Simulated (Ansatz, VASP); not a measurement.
Cu in VASP and in Ansatz

The input INCAR:

```
SYSTEM = Cu
PREC     = Accurate       ! precision mode
ENCUT    = 520            ! plane-wave cutoff, eV
EDIFF    = 1E-6           ! SCF threshold, eV
ISMEAR   = -1             ! smearing method
SIGMA    = 0.05           ! smearing width, eV
LREAL    = .False.        ! projectors in reciprocal space
LASPH    = .True.         ! aspherical terms in the spheres
NELM     = 150            ! most SCF steps
ALGO     = Normal         ! electronic algorithm
ISIF     = 2              ! what is computed and relaxed
LWAVE    = .False.        ! write WAVECAR
LCHARG   = .True.         ! write CHGCAR
LMAXMIX  = 4              ! l up to which the mixer works
LDAU     = .True.         ! DFT+U
LDAUTYPE = 2            
LDAUL    = 2              ! shell
LDAUU    = 5              ! U, eV
LDAUJ    = 0            
LDAUPRINT= 1            
GGA      = PE             ! functional
LELF     = .True.         ! ELF
LVHAR    = .True.       
NBANDS   = 18             ! bands
```

Contents of KPOINTS:

```
Automatic mesh
0
Gamma
  11 11 11
  0 0 0
```

File POSCAR:

```
Cu
1.0
    1.2184636900     -3.9763780104      0.0000000000
    1.2184636900      3.9763780104      0.0000000000
    0.0000000000      0.0000000000      2.4754955235
Cu
2
Direct
    0.8661333500      0.1338666500      0.7500000000
    0.1338666500      0.8661333500      0.2500000000
```

Contents of input.yaml:

```yaml
crystal:
  lattice:
    - [1.21846369, -3.9763780104, 0.0]
    - [1.21846369, 3.9763780104, 0.0]
    - [0.0, 0.0, 2.4754955235]
  atoms:
    - { symbol: Cu, position: [0.86613335, 0.13386665, 0.75] }
    - { symbol: Cu, position: [0.13386665, 0.86613335, 0.25] }
kpoints:
  mp_grid: { grid: [11, 11, 11] }
scf:
  occupations: { method: fermi_dirac, width: 0.05 }
hamiltonian:
  xc: pbe
  pseudopotentials: { kind: all_electron, lapw: { basis_error: 0.001 } }
  hubbard:
    sites: [{ species: Cu, l: d, u_eff: 5 }]
    double_counting: fll
    projectors: ortho-atomic
output:
  forces: true
  stress: true
  eigenvalues: true
  dos: { projected: false, de: 0.1, e_range: [-20, 6] }
  hubbard: {}
```

Alike in both runs: functional PBE; k mesh 11 × 11 × 11; occupations fermi-dirac, width 0.05 eV; no spin polarisation; Hubbard terms Cu d U = 5.0 eV.

|  | VASP | Ansatz |
| --- | --- | --- |
| version | VASP 6.6.1 | Ansatz 0.2.0 |
| potentials or method | VASP PAW PBE potentials, release 64 (Cu), cutoff 520 eV | all-electron LAPW, scalar-relativistic |
| task | single point | density of states |

|  | VASP | Ansatz | Ansatz less VASP |
| --- | --- | --- | --- |
| gap on the k mesh at the Fermi level (eV) | none | none | - |
| pressure (GPa) | 4.2 | 8.7 | +4.42 |
| traceless stress, the component that is largest in VASP (GPa) | 0.67 | 0.78 | +0.115 |
| rms of the force components (eV/Å) | 0.013 | 0.026 | +0.0126 |

The programs project onto different local orbitals, so the same U acts differently, and such runs can settle in different states. Atom by atom the forces differ by 0.013 eV/Å (rms over components). A gap of «none» marks a metal or a gap that the smearing closes. Ansatz ran all-electron here, and VASP with PAW potentials.

Noted on Ansatz's run: U is the effective U less J, on atomic orbitals that reach past the spheres.
